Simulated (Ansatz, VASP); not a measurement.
## One calculation of Ca, two programs

```
Ca
1.0
     0.00000    2.88579    2.88579
     2.88579    0.00000    2.88579
     2.88579    2.88579    0.00000
Ca
1
Direct
  0.00000 0.00000 0.00000
```

Alike in both runs: task single point; functional r2SCAN; dispersion rVV10; k mesh 8 × 8 × 8; occupations fermi-dirac, width 0.05 eV; no spin polarisation.

```csv
,VASP,Ansatz
version,VASP 6.6.1,Ansatz 0.2.0
potentials or method,"VASP PAW PBE potentials, release 64 (Ca_sv)",Ansatz PAW
plane-wave cutoff (eV),520,500
valence electrons in the cell,10,10
```

|  | VASP | Ansatz | Ansatz less VASP |
| --- | --- | --- | --- |
| gap on the k mesh at the Fermi level (eV) | none | none | - |
| pressure (GPa) | -1.7 | -1.7 | -0.03 |

VASP's potentials were made for PBE, not for r2SCAN. A gap of «none» marks a metal or a gap that the smearing closes.
